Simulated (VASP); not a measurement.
# ScAl3 (Pm-3m) in VASP: a series of runs

ScAl3 is run at these levels: PBE, r2SCAN; tasks: single point.

Everything below comes from runs of VASP 6.6.1. Logs are shortened: lines on timing, memory, paths and dates and some standing lists are left out, and cuts for length are marked.

## 1. The cell of the first run

Symmetry: Pm-3m, No. 221, cubic system. The conventional cell has a = 4.088 Å, b = 4.088 Å, c = 4.088 Å, α = 90.00°, β = 90.00°, γ = 90.00°. Within 3.8 Å of Sc (site symmetry m-3m) lie 12 Al at 2.89 Å. Within 3.8 Å of Al (site symmetry 4/mmm) lie 4 Sc at 2.89 Å and 8 Al at 2.89 Å.

## 2. Single point, PBE

File INCAR:

```
SYSTEM = ScAl3
PREC = Accurate
ENCUT = 520
EDIFF = 1E-6
ISMEAR = 0
SIGMA = 0.05
LREAL = .FALSE.
LASPH = .TRUE.
NELM = 60
ALGO = Normal
ISIF = 2
LWAVE = .FALSE.
LCHARG = .FALSE.
GGA = PE
NBANDS = 18
```

File KPOINTS:

```
Automatic mesh
0
G
  8 8 8
  0 0 0
```

File POSCAR:

```
ScAl3
1.0
    4.0878065700      0.0000000000      0.0000000000
    0.0000000000      4.0878065700      0.0000000000
    0.0000000000      0.0000000000      4.0878065700
Sc Al
1 3
Direct
    0.0000000000      0.0000000000      0.0000000000
    0.5000000000      0.0000000000      0.5000000000
    0.0000000000      0.5000000000      0.5000000000
    0.5000000000      0.5000000000      0.0000000000
```

Potentials or basis: VASP PAW PBE potentials, release 64 (Sc_sv, Al).

Command:

```sh
$ cat potpaw_PBE.64/Sc_sv/POTCAR potpaw_PBE.64/Al/POTCAR > POTCAR
$ mpirun -np 1 vasp_std > vasp.out
```

OUTCAR:

```text
SYSTEM = ScAl3
   PREC = Accurate
   ENCUT = 520
   EDIFF = 1E-6
   ISMEAR = 0
   LREAL = .FALSE.
   LASPH = .TRUE.
   NELM = 60
   ISIF = 2
   GGA = PE

 ion  position               nearest neighbor table
   1  0.000  0.000  0.000-   2 2.89   3 2.89   4 2.89   2 2.89   3 2.89   3 2.89   4 2.89   3 2.89
                             2 2.89   4 2.89   2 2.89   4 2.89
   2  0.500  0.000  0.500-   1 2.89   3 2.89   4 2.89   1 2.89   4 2.89   3 2.89   4 2.89   4 2.89
                             1 2.89   3 2.89   1 2.89   3 2.89
   3  0.000  0.500  0.500-   1 2.89   2 2.89   4 2.89   1 2.89   4 2.89   1 2.89   2 2.89   1 2.89
                             2 2.89   4 2.89   4 2.89   2 2.89
   4  0.500  0.500  0.000-   1 2.89   2 2.89   3 2.89   2 2.89   3 2.89   1 2.89   2 2.89   2 2.89
                             1 2.89   3 2.89   3 2.89   1 2.89

  LATTYP: Found a simple cubic cell.
 ALAT       =     4.0878065700

  Lattice vectors:

 A1 = (   4.0878065700,   0.0000000000,   0.0000000000)
 A2 = (   0.0000000000,   4.0878065700,   0.0000000000)
 A3 = (   0.0000000000,   0.0000000000,   4.0878065700)

Analysis of symmetry for initial positions (statically):
=====================================================================
 Subroutine PRICEL returns:
 Original cell was already a primitive cell.

 Routine SETGRP: Setting up the symmetry group for a
 simple cubic supercell.

 Subroutine GETGRP returns: Found 48 space group operations
 (whereof 48 operations were pure point group operations)
 out of a pool of 48 trial point group operations.

The static configuration has the point symmetry O_h .

Analysis of symmetry for dynamics (positions and initial velocities):
=====================================================================
 Subroutine PRICEL returns:
 Original cell was already a primitive cell.

 Routine SETGRP: Setting up the symmetry group for a
 simple cubic supercell.

 Subroutine GETGRP returns: Found 48 space group operations
 (whereof 48 operations were pure point group operations)
 out of a pool of 48 trial point group operations.

The dynamic configuration has the point symmetry O_h .

 Subroutine INISYM returns: Found 48 space group operations
 (whereof 48 operations are pure point group operations),
 and found     1 'primitive' translations

----------------------------------------------------------------------------------------

                                     Primitive cell

  volume of cell :      68.3079

  direct lattice vectors                    reciprocal lattice vectors
     4.087806570  0.000000000  0.000000000     0.244629970  0.000000000  0.000000000
     0.000000000  4.087806570  0.000000000     0.000000000  0.244629970  0.000000000
     0.000000000  0.000000000  4.087806570     0.000000000  0.000000000  0.244629970

  length of vectors
     4.087806570  4.087806570  4.087806570     0.244629970  0.244629970  0.244629970

  position of ions in fractional coordinates (direct lattice)
     0.000000000  0.000000000  0.000000000
     0.500000000  0.000000000  0.500000000
     0.000000000  0.500000000  0.500000000
     0.500000000  0.500000000  0.000000000

  ion indices of the primitive-cell ions
   primitive index   ion index
                 1           1
                 2           2
                 3           3
                 4           4

----------------------------------------------------------------------------------------

 KPOINTS: Automatic mesh

Automatic generation of k-mesh.
 Grid dimensions read from file:
 generate k-points for:    8    8    8

 Generating k-lattice:

  Cartesian coordinates                     Fractional coordinates (reciprocal lattice)
     0.030578746  0.000000000  0.000000000     0.125000000  0.000000000  0.000000000
     0.000000000  0.030578746  0.000000000     0.000000000  0.125000000  0.000000000
     0.000000000  0.000000000  0.030578746     0.000000000  0.000000000  0.125000000

  Length of vectors
     0.030578746  0.030578746  0.030578746

  Shift w.r.t. Gamma in fractional coordinates (k-lattice)
     0.000000000  0.000000000  0.000000000

 Subroutine IBZKPT returns following result:
 ===========================================

 Found     35 irreducible k-points:

 Following reciprocal coordinates:
            Coordinates               Weight
  0.000000  0.000000  0.000000      1.000000
  0.125000  0.000000  0.000000      6.000000
  0.250000  0.000000  0.000000      6.000000
  0.375000  0.000000  0.000000      6.000000
  0.500000  0.000000  0.000000      3.000000
  0.125000  0.125000  0.000000     12.000000
[... 16 lines left out ...]
  0.375000  0.375000  0.125000     24.000000
  0.500000  0.375000  0.125000     24.000000
 [... further k-points ...]
   k-points           NKPTS =     35   k-points in BZ     NKDIM =     35   number of bands    NBANDS=     18
   number of dos      NEDOS =    301   number of ions     NIONS =      4
   total plane-waves  NPLWV =  27000
   dimension x,y,z NGX =    30 NGY =   30 NGZ =   30
   dimension x,y,z NGXF=    60 NGYF=   60 NGZF=   60
   ions per type =               1   3
   NGX,Y,Z   is equivalent  to a cutoff of  12.20, 12.20, 12.20 a.u.
   NGXF,Y,Z  is equivalent  to a cutoff of  24.40, 24.40, 24.40 a.u.
 SYSTEM =  ScAl3
   PREC   = accura    normal or accurate (medium, high low for compatibility)
   ISTART =      0    job   : 0-new  1-cont  2-samecut
   ICHARG =      2    charge: 1-file 2-atom 10-const
   ISPIN  =      1    spin polarized calculation?
   LNONCOLLINEAR =      F non collinear calculations
   LSORBIT =      F    spin-orbit coupling
   LASPH  =      T    aspherical Exc in radial PAW
   ENCUT  =  520.0 eV  38.22 Ry    6.18 a.u.   7.60  7.60  7.60*2*pi/ulx,y,z
   NELM   =     60;   NELMIN=  2; NELMDL= -5     # of ELM steps
   EDIFF  = 0.1E-05   stopping-criterion for ELM
   LREAL  =      F    real-space projection
   EDIFFG = 0.1E-04   stopping-criterion for IOM
   NSW    =      0    number of steps for IOM
   IBRION =     -1    ionic relax: 0-MD 1-quasi-New 2-CG
   NFREE  =      0    steps in history (QN), initial steepest desc. (CG)
   ISIF   =      2    stress and relaxation
   ISYM   =      2    0-nonsym 1-usesym 2-fastsym
   POTIM  = 0.5000    time-step for ionic-motion
   TEBEG  =    0.0;   TEEND  =   0.0 temperature during run
   PSTRESS=    0.0 pullay stress
   NELECT =      20.0000    total number of electrons
   NUPDOWN=      -1.0000    fix difference up-down
   EMIN   =  10.00;   EMAX   =-10.00  energy-range for DOS
   EFERMI =   0.00;   METHOD = LEGACY
   ISMEAR =     0;   SIGMA  =   0.05  broadening in eV -4-tet -1-fermi 0-gaus
   EFERMI_NEDOS =   21; number of points for ismear=-14 and -15
   IALGO  =     38    algorithm
   IMIX   =      4    mixing-type and parameters
     AMIX     =   0.40;   BMIX     =  1.00
     AMIX_MAG =   1.60;   BMIX_MAG =  1.00
  volume/ion in A,a.u.               =      17.08       115.24
  Fermi-wavevector in a.u.,A,eV,Ry     =   1.087079  2.054282 16.078563  1.181741
  Thomas-Fermi vector in A             =   2.223230
   LORBIT       =      0    0 simple, 1 ext, 2 COOP (PROOUT), +10 PAW based schemes
   GGA     = PE    functional components
   LHFCALC =     F    Hartree Fock is set to
   AEXX    =    0.0000 exact exchange contribution
   IVDW    =     0    specifies the selected vdW correction
   LEPSILON=     F    determine dielectric tensor
   LRPA    =     F    only Hartree local field effects (RPA)
 non-spin polarized calculation
 Gauss-broadening in eV      SIGMA  =   0.05
  energy-cutoff  :      520.00
  volume of cell :       68.31
 maximum number of plane-waves:      1856
   NGX = 15   NGY = 15   NGZ = 15

 number of electron      19.9999996 magnetization

 Free energy of the ion-electron system (eV)
  ---------------------------------------------------
  ext. energy  EPLUGINS =         0.00000000
  ---------------------------------------------------
  free energy    TOTEN  =       -19.29485085 eV

  energy without entropy =      -19.29200694  energy(sigma->0) =      -19.29342890

 E-fermi :   7.2953     XC(G=0): -10.4163

 val. band max:        7.2820667045   @ k =   0.2500   0.1250   0.1250
 cond. band min:       7.3024900077   @ k =   0.5000   0.2500   0.2500
 fundamental gap:      0.0204233033
 Fermi energy:         7.2953104387

 k-point     1 :       0.0000    0.0000    0.0000
  band No.  band energies     occupation
      1     -41.6855      2.00000
      2     -20.3892      2.00000
      3     -20.3892      2.00000
      4     -20.3892      2.00000
      5      -2.7596      2.00000
      6       4.6569      2.00000
[... 10 lines left out ...]
     17      12.5724      0.00000
     18      12.5724      0.00000

 k-point     2 :       0.1250    0.0000    0.0000
  band No.  band energies     occupation
      1     -41.6853      2.00000
      2     -20.3939      2.00000
      3     -20.3888      2.00000
      4     -20.3888      2.00000
      5      -2.6157      2.00000
      6       3.5937      2.00000
[... 10 lines left out ...]
     17      12.6587      0.00000
     18      12.6587      0.00000

 k-point     3 :       0.2500    0.0000    0.0000
  band No.  band energies     occupation
      1     -41.6849      2.00000
      2     -20.4054      2.00000
      3     -20.3879      2.00000
      4     -20.3879      2.00000
      5      -2.1912      2.00000
      6       2.1403      2.00000
[... 10 lines left out ...]
     17      12.2503      0.00000
     18      13.0171      0.00000

 k-point     4 :       0.3750    0.0000    0.0000
  band No.  band energies     occupation
      1     -41.6844      2.00000
      2     -20.4168      2.00000
      3     -20.3870      2.00000
      4     -20.3870      2.00000
      5      -1.5171      2.00000
      6       0.7996      2.00000
[... 375 lines left out ...]
      4     -20.3897      2.00000
      5      -0.3205      2.00000
      6       0.6423      2.00000
[... 10 lines left out ...]
     17      12.3053      0.00000
     18      13.0073      0.00000

 k-point    23 :       0.3750    0.3750    0.1250
  band No.  band energies     occupation
      1     -41.6832      2.00000
      2     -20.4129      2.00000
      3     -20.4123      2.00000
      4     -20.3891      2.00000
      5      -0.2838      2.00000
      6       1.9385      2.00000
[... 10 lines left out ...]
     17      11.4126      0.00000
     18      13.6642      0.00000

 k-point    24 :       0.5000    0.3750    0.1250
  band No.  band energies     occupation
      1     -41.6830      2.00000
      2     -20.4170      2.00000
      3     -20.4120      2.00000
      4     -20.3887      2.00000
      5       0.2126      2.00000
      6       1.2577      2.00000
[... 10 lines left out ...]
     17      11.9846      0.00000
     18      12.9780      0.00000

 [... further k-points ...]
[... 5 lines left out ...]
  --------------------------------------------------------------------------------------
  -------------------------------------------------------------------------------------
  Total        0.4955850      0.4955850      0.4955850      0.0000000      0.0000000      0.0000000
  in kB       11.6240566     11.6240566     11.6240566      0.0000000      0.0000000      0.0000000
  external PRESSURE =      11.6240566 kB  Pullay stress =       0.0000000 kB

 VOLUME and BASIS-vectors are now :
 -----------------------------------------------------------------------------
  energy-cutoff  :      520.00
  volume of cell :       68.31
      direct lattice vectors                 reciprocal lattice vectors
     4.087806570  0.000000000  0.000000000     0.244629970  0.000000000  0.000000000
     0.000000000  4.087806570  0.000000000     0.000000000  0.244629970  0.000000000
     0.000000000  0.000000000  4.087806570     0.000000000  0.000000000  0.244629970

 POSITION                                       TOTAL-FORCE (eV/Angst)
 -----------------------------------------------------------------------------------
      0.00000      0.00000      0.00000         0.000000      0.000000      0.000000
      2.04390      0.00000      2.04390         0.000000      0.000000      0.000000
      0.00000      2.04390      2.04390         0.000000      0.000000      0.000000
      2.04390      2.04390      0.00000         0.000000      0.000000      0.000000
 -----------------------------------------------------------------------------------
    total drift:                               -0.000000     -0.000000      0.000000

  FREE ENERGIE OF THE ION-ELECTRON SYSTEM (eV)
  ---------------------------------------------------
  free  energy   TOTEN  =       -19.2948508521 eV

  energy  without entropy=      -19.2920069392  energy(sigma->0) =      -19.29342890
```

It took 71 s on 1 thread of AMD EPYC 7R13 (Zen 3), shared host; peak memory 0.16 GiB.

Results:

| Quantity | Value |
| --- | --- |
| Free energy | -19.2949 eV |
| Pressure | 1.2 GPa |
| Band gap on the k mesh | zero (band 10 reaches 8.14 eV, above the bottom of band 11 at 4.32 eV) |

[end of part 1 of 2]
